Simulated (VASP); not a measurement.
# HfB2 (P6/mmm) in VASP: a series of runs, part 2 of 2

VASP 6.6.1.

**4. Single point, PBEsol**

Contents of INCAR:

```
ALGO = Normal ; EDIFF = 1E-6
ENCUT = 520 ; GGA = PS
ISIF = 2 ; ISMEAR = 0
LASPH = T ; LCHARG = F
LREAL = F ; LWAVE = F
NBANDS = 15 ; NELM = 100
PREC = Accurate ; SIGMA = 0.025
```

Contents of KPOINTS:

```
k-points
0
Gamma
  10 10 8
```

Contents of POSCAR:

```
HfB2
1.0
    3.1400000000      0.0000000000      0.0000000000
   -1.5700000000      2.7193197700      0.0000000000
    0.0000000000      0.0000000000      3.4800000000
Hf B
1 2
Direct
    0.0000000000      0.0000000000      0.0000000000
    0.3333333333      0.6666666667      0.5000000000
    0.6666666667      0.3333333333      0.5000000000
```

Potentials or basis: VASP PAW PBE potentials, release 64 (Hf_pv, B).

On the command line:

```bash
$ cat potpaw_PBE.64/Hf_pv/POTCAR potpaw_PBE.64/B/POTCAR > POTCAR
$ mpirun -np 1 vasp_std > vasp.out
```

OUTCAR:

```text
EDIFF = 1E-6
   ENCUT = 520
   GGA = PS
   ISIF = 2
   ISMEAR = 0
   LASPH = T
   LREAL = F
   NELM = 100
   PREC = Accurate

 ion  position               nearest neighbor table
   1  0.000  0.000  0.000-   2 2.51   3 2.51   2 2.51   3 2.51   3 2.51   3 2.51   2 2.51   2 2.51
                             3 2.51   3 2.51   2 2.51   2 2.51
   2  0.333  0.667  0.500-   3 1.81   3 1.81   3 1.81   1 2.51   1 2.51   1 2.51   1 2.51   1 2.51
                             1 2.51
   3  0.667  0.333  0.500-   2 1.81   2 1.81   2 1.81   1 2.51   1 2.51   1 2.51   1 2.51   1 2.51
                             1 2.51

  LATTYP: Found a hexagonal cell.
 ALAT       =     3.1400000000
 C/A-ratio  =     1.1082802548

  Lattice vectors:

 A1 = (   3.1400000000,   0.0000000000,   0.0000000000)
 A2 = (  -1.5700000000,   2.7193197700,   0.0000000000)
 A3 = (   0.0000000000,   0.0000000000,   3.4800000000)

Analysis of symmetry for initial positions (statically):
=====================================================================
 Subroutine PRICEL returns:
 Original cell was already a primitive cell.

 Routine SETGRP: Setting up the symmetry group for a
 hexagonal supercell.

 Subroutine GETGRP returns: Found 24 space group operations
 (whereof 24 operations were pure point group operations)
 out of a pool of 24 trial point group operations.

The static configuration has the point symmetry D_6h.

Analysis of symmetry for dynamics (positions and initial velocities):
=====================================================================
 Subroutine PRICEL returns:
 Original cell was already a primitive cell.

 Routine SETGRP: Setting up the symmetry group for a
 hexagonal supercell.

 Subroutine GETGRP returns: Found 24 space group operations
 (whereof 24 operations were pure point group operations)
 out of a pool of 24 trial point group operations.

The dynamic configuration has the point symmetry D_6h.

 Subroutine INISYM returns: Found 24 space group operations
 (whereof 24 operations are pure point group operations),
 and found     1 'primitive' translations

----------------------------------------------------------------------------------------

                                     Primitive cell

  volume of cell :      29.7146

  direct lattice vectors                    reciprocal lattice vectors
     3.140000000  0.000000000  0.000000000     0.318471338  0.183869512  0.000000000
    -1.570000000  2.719319770  0.000000000     0.000000000  0.367739025  0.000000000
     0.000000000  0.000000000  3.480000000     0.000000000  0.000000000  0.287356322

  length of vectors
     3.140000000  3.140000002  3.480000000     0.367739025  0.367739025  0.287356322

  position of ions in fractional coordinates (direct lattice)
     0.000000000  0.000000000  0.000000000
     0.333333333  0.666666667  0.500000000
     0.666666667  0.333333333  0.500000000

  ion indices of the primitive-cell ions
   primitive index   ion index
                 1           1
                 2           2
                 3           3

[... 53 lines left out ...]
   k-points           NKPTS =     70   k-points in BZ     NKDIM =     70   number of bands    NBANDS=     15
   number of dos      NEDOS =    301   number of ions     NIONS =      3
   total plane-waves  NPLWV =  16128
   dimension x,y,z NGX =    24 NGY =   24 NGZ =   28
   dimension x,y,z NGXF=    48 NGYF=   48 NGZF=   56
   ions per type =               1   2
   NGX,Y,Z   is equivalent  to a cutoff of  12.71, 12.71, 13.38 a.u.
   NGXF,Y,Z  is equivalent  to a cutoff of  25.41, 25.41, 26.75 a.u.
 SYSTEM =  unknown system
   PREC   = accura    normal or accurate (medium, high low for compatibility)
   ISTART =      0    job   : 0-new  1-cont  2-samecut
   ICHARG =      2    charge: 1-file 2-atom 10-const
   ISPIN  =      1    spin polarized calculation?
   LNONCOLLINEAR =      F non collinear calculations
   LSORBIT =      F    spin-orbit coupling
   LASPH  =      T    aspherical Exc in radial PAW
   ENCUT  =  520.0 eV  38.22 Ry    6.18 a.u.   5.84  5.84  6.47*2*pi/ulx,y,z
   NELM   =    100;   NELMIN=  2; NELMDL= -5     # of ELM steps
   EDIFF  = 0.1E-05   stopping-criterion for ELM
   LREAL  =      F    real-space projection
   EDIFFG = 0.1E-04   stopping-criterion for IOM
   NSW    =      0    number of steps for IOM
   IBRION =     -1    ionic relax: 0-MD 1-quasi-New 2-CG
   NFREE  =      0    steps in history (QN), initial steepest desc. (CG)
   ISIF   =      2    stress and relaxation
   ISYM   =      2    0-nonsym 1-usesym 2-fastsym
   POTIM  = 0.5000    time-step for ionic-motion
   TEBEG  =    0.0;   TEEND  =   0.0 temperature during run
   PSTRESS=    0.0 pullay stress
   NELECT =      16.0000    total number of electrons
   NUPDOWN=      -1.0000    fix difference up-down
   EMIN   =  10.00;   EMAX   =-10.00  energy-range for DOS
   EFERMI =   0.00;   METHOD = LEGACY
   ISMEAR =     0;   SIGMA  =   0.03  broadening in eV -4-tet -1-fermi 0-gaus
   EFERMI_NEDOS =   21; number of points for ismear=-14 and -15
   IALGO  =     38    algorithm
   IMIX   =      4    mixing-type and parameters
     AMIX     =   0.40;   BMIX     =  1.00
     AMIX_MAG =   1.60;   BMIX_MAG =  1.00
  volume/ion in A,a.u.               =       9.90        66.84
  Fermi-wavevector in a.u.,A,eV,Ry     =   1.331860  2.516850 24.134693  1.773850
  Thomas-Fermi vector in A             =   2.460838
   LORBIT       =      0    0 simple, 1 ext, 2 COOP (PROOUT), +10 PAW based schemes
   GGA     = PS    functional components
   LHFCALC =     F    Hartree Fock is set to
   AEXX    =    0.0000 exact exchange contribution
   IVDW    =     0    specifies the selected vdW correction
   LEPSILON=     F    determine dielectric tensor
   LRPA    =     F    only Hartree local field effects (RPA)
 non-spin polarized calculation
 Gauss-broadening in eV      SIGMA  =   0.03
  energy-cutoff  :      520.00
  volume of cell :       29.71
 maximum number of plane-waves:       816
 NGX is ok and might be reduce to    24
   NGX = 11   NGY = 11   NGZ = 13

 number of electron      15.9999998 magnetization

 Free energy of the ion-electron system (eV)
  ---------------------------------------------------
  ext. energy  EPLUGINS =         0.00000000
  ---------------------------------------------------
  free energy    TOTEN  =       -27.85503135 eV

  energy without entropy =      -27.85465707  energy(sigma->0) =      -27.85484421

 E-fermi :   7.3698     XC(G=0): -12.6816

 val. band max:        7.3625834329   @ k =   0.2000   0.2000   0.1250
 cond. band min:       7.6695814572   @ k =   0.1000   0.1000   0.2500
 fundamental gap:      0.3069980243
 Fermi energy:         7.3698437285

 k-point     1 :       0.0000    0.0000    0.0000
  band No.  band energies     occupation
      1     -23.0250      2.00000
      2     -22.5259      2.00000
      3     -22.5259      2.00000
      4      -6.1706      2.00000
      5       4.5076      2.00000
      6       4.6644      2.00000
      7       4.6644      2.00000
      8       4.8020      2.00000
      9      11.5427      0.00000
     10      11.5427      0.00000
     11      12.2117      0.00000
     12      12.2117      0.00000
     13      12.5538      0.00000
     14      12.5538      0.00000
[... 401 lines left out ...]
      2     -22.9259      2.00000
      3     -22.7429      2.00000
      4      -2.3734      2.00000
      5      -1.0028      2.00000
      6       2.9177      2.00000
      7       3.7905      2.00000
      8       5.3156      2.00000
      9       8.7065      0.00000
     10      11.6699      0.00000
     11      11.7525      0.00000
     12      13.8229      0.00000
     13      15.0557      0.00000
     14      15.9993      0.00000
     15      18.3888      0.00000

 [... further k-points ...]

------------------------ aborting loop because EDIFF is reached ----------------------------------------

  FORCE on cell =-STRESS in cart. coord.  units (eV):
  Direction    XX          YY          ZZ          XY          YZ          ZX
  --------------------------------------------------------------------------------------
  -------------------------------------------------------------------------------------
  Total       -0.7916427     -0.7916427     -0.8932639      0.0000000      0.0000000      0.0000000
  in kB      -42.6845421    -42.6845422    -48.1638486      0.0000000      0.0000000      0.0000000
  external PRESSURE =     -44.5109776 kB  Pullay stress =       0.0000000 kB

 VOLUME and BASIS-vectors are now :
 -----------------------------------------------------------------------------
  energy-cutoff  :      520.00
  volume of cell :       29.71
      direct lattice vectors                 reciprocal lattice vectors
     3.140000000  0.000000000  0.000000000     0.318471338  0.183869512  0.000000000
    -1.570000000  2.719319770  0.000000000     0.000000000  0.367739025  0.000000000
     0.000000000  0.000000000  3.480000000     0.000000000  0.000000000  0.287356322

 POSITION                                       TOTAL-FORCE (eV/Angst)
 -----------------------------------------------------------------------------------
      0.00000      0.00000      0.00000         0.000000      0.000000     -0.000000
     -0.00000      1.81288      1.74000         0.000000      0.000000     -0.000000
      1.57000      0.90644      1.74000        -0.000000      0.000000      0.000000
 -----------------------------------------------------------------------------------
    total drift:                               -0.000000      0.000000      0.000000

  FREE ENERGIE OF THE ION-ELECTRON SYSTEM (eV)
  ---------------------------------------------------
  free  energy   TOTEN  =       -27.8550313487 eV

  energy  without entropy=      -27.8546570724  energy(sigma->0) =      -27.85484421
```

stdout:

```text
POSCAR found type information on POSCAR HfB
 POSCAR found :  2 types and       3 ions
 scaLAPACK will be used
 -----------------------------------------------------------------------------
|                                                                             |
|                                                                             |
|     You enforced a specific xc type in the INCAR file but a different       |
|     I HOPE YOU KNOW WHAT YOU ARE DOING!                                     |
|                                                                             |
 -----------------------------------------------------------------------------

 LDA part: xc-table for (Slater+PW92), standard interpolation
 POSCAR, INCAR and KPOINTS ok, starting setup
 FFT: planning ... GRIDC
 FFT: planning ... GRID_SOFT
 FFT: planning ... GRID
 WAVECAR not read
 entering main loop
```

Run time: 12 s. Hardware: 1 thread of Intel Xeon 6975P-C (Granite Rapids), shared host; peak memory 0.15 GiB.

What came out:

```yaml
Free_energy: -27.8550 eV
Pressure: -4.5 GPa
Band_gap_on_the_k_mesh: zero (band 8 reaches 8.11 eV, above the bottom of band 9 at 7.30 eV)
```

Levels at points of the mesh, in eV from the Fermi level:
```csv
k point,band 6,band 7,band 8,band 9,band 10,band 11
"(0.00, 0.00, 0.00)",-2.71,-2.71,-2.57,4.17,4.17,4.84
"(0.50, 0.00, 0.00)",-3.95,-3.22,-2.72,2.32,2.88,5.76
"(0.00, 0.00, 0.50)",-0.98,-0.98,0.47,0.47,1.15,1.15
"(0.50, 0.00, 0.50)",-4.78,-4.54,-2.47,4.21,4.30,6.42
```

Caveat: the PAW data sets were made with another functional, which shifts forces and pressure a little; spin-orbit coupling is left out, which moves the levels of the heavy elements.

**5. Summary**

| smearing | gap on the mesh (eV) | pressure (GPa) |
| --- | --- | --- |
| gaussian 0.1 eV | none | -4.4 |
| gaussian 0.05 eV | none | -4.4 |
| gaussian 0.025 eV | none | -4.5 |

Alike in all rows: task single point; level PBEsol; potentials or basis VASP PAW PBE potentials, release 64 (Hf_pv, B); no spin polarisation; cell as given; k mesh 10 × 10 × 8; cutoff (eV) 520.

Every run on the cell as given and a fine mesh finds a metal.

Caveats: the PAW data sets were made with another functional, which shifts forces and pressure a little; spin-orbit coupling is left out, which moves the levels of the heavy elements.

Absolute energies hang on the potentials; compare differences alone.
